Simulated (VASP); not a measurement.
Here is a VASP 6.6.1 calculation.

INCAR

```
SYSTEM = SbO4
ALGO = Normal
EDIFF = 1E-7
ENCUT = 520
GGA = PE
ISIF = 2
ISMEAR = 0
LASPH = .True.
LCHARG = .False.
LREAL = .False.
LWAVE = .False.
NBANDS = 22
NELM = 60
PREC = Accurate
SIGMA = 0.1
```

KPOINTS

```
k-points
0
Gamma
  6 6 4
  0 0 0
```

Contents of POSCAR:

```
SbO4
1.0
    4.3003711848      0.0000000000      0.0000000000
   -2.1501855924      3.7242306917      0.0000000000
    0.0000000000      0.0000000000      3.6529090427
Sb O
1 4
Direct
    0.0000000000      0.0000000000      0.0000000000
    0.3333333333      0.6666666667      0.6792912700
    0.3333333333      0.6666666667      0.3207087300
    0.6666666667      0.3333333333      0.3207087300
    0.6666666667      0.3333333333      0.6792912700
```

Potentials or basis: VASP PAW PBE potentials, release 64 (Sb, O).

Run with:

```bash
$ cat potpaw_PBE.64/Sb/POTCAR potpaw_PBE.64/O/POTCAR > POTCAR
$ mpirun -np 1 vasp_std > vasp.out
```

Task: Predict the largest force.

Result: 0.476 eV/Å.

Task: Predict the pressure.

Result: 0.4 GPa.

Task: What does it give for the band gap on the k mesh?

Result: Zero (an odd number of electrons rules out a gap without spin polarisation).

Stress tensor (GPa, compression positive):
```
-0.76  0.00  0.00
 0.00 -0.76  0.00
 0.00  0.00  2.77
```

Caveat: the k points lie up to 0.43 Å⁻¹ apart, too coarse for converged energies and pressures of a metal; spin-orbit coupling is left out, which moves the levels of the heavy elements; an odd number of electrons without spin polarisation forces a metal; a magnetic or distorted state may lie lower.
